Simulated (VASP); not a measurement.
# Se in VASP: further runs

Se is run at these levels: PBEsol; tasks: single point.

Everything below comes from runs of VASP 6.6.1. Logs are shortened: lines on timing, memory, paths and dates and some standing lists are left out, and cuts for length are marked.

### 1 The cell of the first run

The structure is trigonal, space group P3_121 (No. 152). Conventional cell: a = 4.459 Å, b = 4.459 Å, c = 4.929 Å, α = 90.00°, β = 90.00°, γ = 120.00°. Within 3.1 Å of Se (site symmetry 2) lie 2 Se at 2.35 Å.

### 2 Single point, PBEsol

INCAR reads:

```
SYSTEM = Se
PREC     = Accurate       ! precision mode
ENCUT    = 520            ! plane-wave cutoff, eV
EDIFF    = 1E-6           ! SCF threshold, eV
ISMEAR   = -1             ! smearing method
SIGMA    = 0.02           ! smearing width, eV
LREAL    = .FALSE.        ! projectors in reciprocal space
LASPH    = .TRUE.         ! aspherical terms in the spheres
NELM     = 100            ! most SCF steps
ALGO     = Normal         ! electronic algorithm
ISIF     = 2              ! what is computed and relaxed
LWAVE    = .FALSE.        ! write WAVECAR
LCHARG   = .TRUE.         ! write CHGCAR
GGA      = PS             ! functional
LELF     = .TRUE.         ! ELF
LVHAR    = .TRUE.       
NBANDS   = 16             ! bands
```

KPOINTS reads:

```
regular mesh
0
G
  9 9 7
  0 0 0
```

POSCAR reads:

```
Se
1.0
    4.4593143542      0.0000000000      0.0000000000
   -2.2296571771      3.8618795142      0.0000000000
    0.0000000000      0.0000000000      4.9285020062
Se
3
Direct
    0.2178929800      0.0000000000      0.3333333300
    0.0000000000      0.2178929800      0.6666666700
    0.7821070200      0.7821070200      0.0000000000
```

Potentials or basis: VASP PAW PBE potentials, release 64 (Se).

The run is started by

```console
cat potpaw_PBE.64/Se/POTCAR > POTCAR
mpirun -np 1 vasp_std > vasp.out
```

OUTCAR:

```text
SYSTEM = Se
   PREC = Accurate
   ENCUT = 520
   EDIFF = 1E-6
   ISMEAR = -1
   LREAL = .FALSE.
   LASPH = .TRUE.
   NELM = 100
   ISIF = 2
   GGA = PS

 ion  position               nearest neighbor table
   1  0.218  0.000  0.333-   3 2.35   2 2.35
   2  0.000  0.218  0.667-   3 2.35   1 2.35
   3  0.782  0.782  0.000-   1 2.35   2 2.35

  LATTYP: Found a hexagonal cell.
 ALAT       =     4.4593143542
 C/A-ratio  =     1.1052152001

  Lattice vectors:

 A1 = (   4.4593143542,   0.0000000000,   0.0000000000)
 A2 = (  -2.2296571771,   3.8618795142,   0.0000000000)
 A3 = (   0.0000000000,   0.0000000000,   4.9285020062)

Analysis of symmetry for initial positions (statically):
=====================================================================
 Subroutine PRICEL returns:
 Original cell was already a primitive cell.

 Routine SETGRP: Setting up the symmetry group for a
 hexagonal supercell.

 Subroutine GETGRP returns: Found  6 space group operations
 (whereof  2 operations were pure point group operations)
 out of a pool of 24 trial point group operations.

The static configuration has the point symmetry C_2 .
 The point group associated with its full space group is D_3 .

Analysis of symmetry for dynamics (positions and initial velocities):
=====================================================================
 Subroutine PRICEL returns:
 Original cell was already a primitive cell.

 Routine SETGRP: Setting up the symmetry group for a
 hexagonal supercell.

 Subroutine GETGRP returns: Found  6 space group operations
 (whereof  2 operations were pure point group operations)
 out of a pool of 24 trial point group operations.

The dynamic configuration has the point symmetry C_2 .
 The point group associated with its full space group is D_3 .

 Subroutine INISYM returns: Found  6 space group operations
 (whereof  2 operations are pure point group operations),
 and found     1 'primitive' translations

----------------------------------------------------------------------------------------

                                     Primitive cell

  volume of cell :      84.8754

  direct lattice vectors                    reciprocal lattice vectors
     4.459314354  0.000000000  0.000000000     0.224249721  0.129470637  0.000000000
    -2.229657177  3.861879514  0.000000000     0.000000000  0.258941274  0.000000000
     0.000000000  0.000000000  4.928502006     0.000000000  0.000000000  0.202901409

  length of vectors
     4.459314354  4.459314354  4.928502006     0.258941274  0.258941274  0.202901409

  position of ions in fractional coordinates (direct lattice)
     0.217892980  0.000000000  0.333333330
     0.000000000  0.217892980  0.666666670
     0.782107020  0.782107020  0.000000000

  ion indices of the primitive-cell ions
   primitive index   ion index
                 1           1
                 2           2
                 3           3

----------------------------------------------------------------------------------------

 KPOINTS: regular mesh

Automatic generation of k-mesh.
 Grid dimensions read from file:
 generate k-points for:    9    9    7

 Generating k-lattice:

  Cartesian coordinates                     Fractional coordinates (reciprocal lattice)
     0.024916636  0.014385626  0.000000000     0.111111111 -0.000000000  0.000000000
     0.000000000  0.028771253  0.000000000     0.000000000  0.111111111  0.000000000
     0.000000000  0.000000000  0.028985916     0.000000000  0.000000000  0.142857143

  Length of vectors
     0.028771253  0.028771253  0.028985916

  Shift w.r.t. Gamma in fractional coordinates (k-lattice)
     0.000000000  0.000000000  0.000000000

 Subroutine IBZKPT returns following result:
 ===========================================

 Found     69 irreducible k-points:

 Following reciprocal coordinates:
            Coordinates               Weight
  0.000000  0.000000  0.000000      1.000000
  0.111111  0.000000  0.000000      6.000000
  0.222222  0.000000  0.000000      6.000000
  0.333333  0.000000  0.000000      6.000000
  0.444444  0.000000  0.000000      6.000000
  0.111111  0.111111  0.000000      6.000000
[... 16 lines left out ...]
  0.222222  0.111111  0.142857     12.000000
 -0.111111  0.333333  0.142857     12.000000
 [... further k-points ...]
   k-points           NKPTS =     69   k-points in BZ     NKDIM =     69   number of bands    NBANDS=     16
   number of dos      NEDOS =    301   number of ions     NIONS =      3
   total plane-waves  NPLWV =  51840
   dimension x,y,z NGX =    36 NGY =   36 NGZ =   40
   dimension x,y,z NGXF=    72 NGYF=   72 NGZF=   80
   ions per type =               3
   NGX,Y,Z   is equivalent  to a cutoff of  13.42, 13.42, 13.49 a.u.
   NGXF,Y,Z  is equivalent  to a cutoff of  26.84, 26.84, 26.99 a.u.
 SYSTEM =  Se
   PREC   = accura    normal or accurate (medium, high low for compatibility)
   ISTART =      0    job   : 0-new  1-cont  2-samecut
   ICHARG =      2    charge: 1-file 2-atom 10-const
   ISPIN  =      1    spin polarized calculation?
   LNONCOLLINEAR =      F non collinear calculations
   LSORBIT =      F    spin-orbit coupling
   LASPH  =      T    aspherical Exc in radial PAW
   ENCUT  =  520.0 eV  38.22 Ry    6.18 a.u.   8.29  8.29  9.16*2*pi/ulx,y,z
   NELM   =    100;   NELMIN=  2; NELMDL= -5     # of ELM steps
   EDIFF  = 0.1E-05   stopping-criterion for ELM
   LREAL  =      F    real-space projection
   EDIFFG = 0.1E-04   stopping-criterion for IOM
   NSW    =      0    number of steps for IOM
   IBRION =     -1    ionic relax: 0-MD 1-quasi-New 2-CG
   NFREE  =      0    steps in history (QN), initial steepest desc. (CG)
   ISIF   =      2    stress and relaxation
   ISYM   =      2    0-nonsym 1-usesym 2-fastsym
   POTIM  = 0.5000    time-step for ionic-motion
   TEBEG  =    0.0;   TEEND  =   0.0 temperature during run
   PSTRESS=    0.0 pullay stress
   NELECT =      18.0000    total number of electrons
   NUPDOWN=      -1.0000    fix difference up-down
   EMIN   =  10.00;   EMAX   =-10.00  energy-range for DOS
   EFERMI =   0.00;   METHOD = LEGACY
   ISMEAR =    -1;   SIGMA  =   0.02  broadening in eV -4-tet -1-fermi 0-gaus
   EFERMI_NEDOS =   21; number of points for ismear=-14 and -15
   IALGO  =     38    algorithm
   IMIX   =      4    mixing-type and parameters
     AMIX     =   0.40;   BMIX     =  1.00
     AMIX_MAG =   1.60;   BMIX_MAG =  1.00
  volume/ion in A,a.u.               =      28.29       190.92
  Fermi-wavevector in a.u.,A,eV,Ry     =   0.976274  1.844890 12.967863  0.953111
  Thomas-Fermi vector in A             =   2.106880
   LORBIT       =      0    0 simple, 1 ext, 2 COOP (PROOUT), +10 PAW based schemes
   GGA     = PS    functional components
   LHFCALC =     F    Hartree Fock is set to
   AEXX    =    0.0000 exact exchange contribution
   IVDW    =     0    specifies the selected vdW correction
   LEPSILON=     F    determine dielectric tensor
   LRPA    =     F    only Hartree local field effects (RPA)
 non-spin polarized calculation
  energy-cutoff  :      520.00
  volume of cell :       84.88
 maximum number of plane-waves:      2305
 NGX is ok and might be reduce to    36
   NGX = 17   NGY = 17   NGZ = 19

 number of electron      18.0000000 magnetization

 Free energy of the ion-electron system (eV)
  ---------------------------------------------------
  ext. energy  EPLUGINS =         0.00000000
  ---------------------------------------------------
  free energy    TOTEN  =       -11.44061121 eV

  energy without entropy =      -11.44061121  energy(sigma->0) =      -11.44061121

 E-fermi :   2.6795     XC(G=0):  -8.8335

 val. band max:        2.2153982364   @ k =   0.0000   0.4444   0.4286
 cond. band min:       3.4980831065   @ k =   0.3333   0.3333   0.4286
 fundamental gap:      1.2826848701
 Fermi energy:         2.6794697584

 k-point     1 :       0.0000    0.0000    0.0000
  band No.  band energies     occupation
      1     -13.6309      2.00000
      2      -9.4677      2.00000
      3      -9.4677      2.00000
      4      -1.7030      2.00000
      5      -1.7030      2.00000
      6      -1.4946      2.00000
[... 8 lines left out ...]
     15       8.6175      0.00000
     16      10.5425      0.00000

 k-point     2 :       0.1111    0.0000    0.0000
  band No.  band energies     occupation
      1     -13.5911      2.00000
      2      -9.5075      2.00000
      3      -9.4647      2.00000
      4      -2.0525      2.00000
      5      -1.8382      2.00000
      6      -1.3456      2.00000
[... 8 lines left out ...]
     15       8.9600      0.00000
     16      10.5018      0.00000

 k-point     3 :       0.2222    0.0000    0.0000
  band No.  band energies     occupation
      1     -13.4850      2.00000
      2      -9.6190      2.00000
      3      -9.4569      2.00000
      4      -2.4849      2.00000
      5      -2.0865      2.00000
      6      -1.2948      2.00000
[... 8 lines left out ...]
     15       9.7535      0.00000
     16      10.7554      0.00000

 k-point     4 :       0.3333    0.0000    0.0000
  band No.  band energies     occupation
      1     -13.3532      2.00000
      2      -9.7663      2.00000
      3      -9.4478      2.00000
      4      -2.7591      2.00000
      5      -2.3017      2.00000
      6      -1.2657      2.00000
[... 8 lines left out ...]
     15      10.5571      0.00000
     16      11.5131      0.00000

 k-point     5 :       0.4444    0.0000    0.0000
  band No.  band energies     occupation
      1     -13.2592      2.00000
      2      -9.8754      2.00000
      3      -9.4417      2.00000
      4      -2.8667      2.00000
      5      -2.4270      2.00000
      6      -1.1525      2.00000
[... 8 lines left out ...]
     15      11.3277      0.00000
     16      11.8254      0.00000

 k-point     6 :       0.1111    0.1111    0.0000
  band No.  band energies     occupation
      1     -13.5181      2.00000
      2      -9.5770      2.00000
      3      -9.4660      2.00000
      4      -2.3519      2.00000
      5      -2.0800      2.00000
      6      -1.2492      2.00000
[... 8 lines left out ...]
     15       9.4672      0.00000
     16      10.4801      0.00000
[... 267 lines left out ...]
 k-point    21 :       0.0000    0.4444    0.1429
  band No.  band energies     occupation
      1     -13.1665      2.00000
      2     -10.4418      2.00000
      3      -8.9448      2.00000
      4      -2.8465      2.00000
      5      -2.7012      2.00000
      6      -1.2642      2.00000
[... 8 lines left out ...]
     15      11.5168      0.00000
     16      11.8644      0.00000

 k-point    22 :       0.1111    0.1111    0.1429
  band No.  band energies     occupation
      1     -13.4214      2.00000
      2     -10.4132      2.00000
      3      -8.6764      2.00000
      4      -2.3929      2.00000
      5      -2.1531      2.00000
      6      -1.1781      2.00000
[... 8 lines left out ...]
     15       9.4265      0.00000
     16      10.4588      0.00000

 k-point    23 :       0.2222    0.1111    0.1429
  band No.  band energies     occupation
      1     -13.3037      2.00000
      2     -10.4088      2.00000
      3      -8.8251      2.00000
      4      -2.6737      2.00000
      5      -2.3612      2.00000
      6      -1.1017      2.00000
[... 8 lines left out ...]
     15       9.9151      0.00000
     16      11.0330      0.00000

 k-point    24 :      -0.1111    0.3333    0.1429
  band No.  band energies     occupation
      1     -13.3030      2.00000
      2     -10.4201      2.00000
      3      -8.8039      2.00000
      4      -2.6854      2.00000
      5      -2.4615      2.00000
      6      -1.1741      2.00000
[... 8 lines left out ...]
     15      10.1409      0.00000
     16      11.3014      0.00000

 [... further k-points ...]

------------------------ aborting loop because EDIFF is reached ----------------------------------------

  FORCE on cell =-STRESS in cart. coord.  units (eV):
  Direction    XX          YY          ZZ          XY          YZ          ZX
  --------------------------------------------------------------------------------------
  -------------------------------------------------------------------------------------
  Total        0.1763751      0.1763751      1.1168331     -0.0000000      0.0000000      0.0000000
  in kB        3.3294006      3.3294006     21.0822583     -0.0000000      0.0000000      0.0000000
  external PRESSURE =       9.2470198 kB  Pullay stress =       0.0000000 kB

 VOLUME and BASIS-vectors are now :
 -----------------------------------------------------------------------------
  energy-cutoff  :      520.00
  volume of cell :       84.88
      direct lattice vectors                 reciprocal lattice vectors
     4.459314354  0.000000000  0.000000000     0.224249721  0.129470637  0.000000000
    -2.229657177  3.861879514  0.000000000     0.000000000  0.258941274  0.000000000
     0.000000000  0.000000000  4.928502006     0.000000000  0.000000000  0.202901409

 POSITION                                       TOTAL-FORCE (eV/Angst)
 -----------------------------------------------------------------------------------
      0.97165      0.00000      1.64283         0.537236      0.000000      0.000000
     -0.48583      0.84148      3.28567        -0.268618      0.465260     -0.000000
      1.74383      3.02040      0.00000        -0.268618     -0.465260     -0.000000
 -----------------------------------------------------------------------------------
    total drift:                                0.000003     -0.000004      0.000000

  FREE ENERGIE OF THE ION-ELECTRON SYSTEM (eV)
  ---------------------------------------------------
  free  energy   TOTEN  =       -11.4406112135 eV

  energy  without entropy=      -11.4406112135  energy(sigma->0) =      -11.44061121
```

Wall time 49 s (1 thread of Intel Xeon Platinum 8488C (Sapphire Rapids), shared host); peak memory 0.25 GiB.

Results:

```
Free energy            : -11.4406 eV
Pressure               : 0.9 GPa
Largest force          : 0.537 eV/Å
Band gap on the k mesh : 1.28 eV (least direct gap 1.42 eV)
```

Forces in eV/Å, atoms in the order of the input:
```
Se   0.537  0.000  0.000
Se  -0.269  0.465  0.000
Se  -0.269 -0.465  0.000
```

Levels at points of the mesh, in eV from the valence-band top:
```
           k point  band 7  band 8  band 9  band 10  band 11  band 12
(0.00, 0.00, 0.00)   -2.08   -2.08   -0.35     2.03     2.03     2.31
```

Caveat: the PAW data sets were made with another functional, which shifts forces and pressure a little. A k mesh can miss the band edges.

[end of part 1 of 2]
